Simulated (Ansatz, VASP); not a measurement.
**HgTe in VASP and in Ansatz**

```xyz
2
Lattice="3.8825 0.0000 0.0000 0.0000 3.8825 0.0000 0.0000 0.0000 3.6545" Properties=species:S:1:pos:R:3 pbc="T T T"
Hg    1.9413    1.9413    0.0000
Te    0.0000    0.0000    1.8272
```

Alike in both runs: functional PBE; k mesh 4 × 4 × 6; occupations gaussian, width 0.1 eV; no spin polarisation.

Ansatz relaxed the structure, and its values are those at the end. VASP's run is a single point on that final structure, the one shown.

```csv
,VASP,Ansatz
version,VASP 6.6.1,Ansatz 0.2.0
potentials or method,"VASP PAW PBE potentials, release 64 (Hg, Te), cutoff 520 eV","scalar-relativistic, plane waves, PAW"
valence electrons in the cell,18,36
```

|  | VASP | Ansatz | Ansatz less VASP |
| --- | --- | --- | --- |
| gap on the k mesh at the Fermi level (eV) | none | none | - |
| pressure (GPa) | 0.1 | 0.0 | -0.06 |

A gap of «none» marks a metal or a gap that the smearing closes. With one functional, cell and mesh, what is left measures potentials, basis and numerics. VASP's potentials hold 18 valence electrons a cell and Ansatz's 36, so a difference there can come from the potentials and not from the codes.

The k mesh is coarse, so the values compare programs but aren't converged. Neither program's run includes spin-orbit coupling.
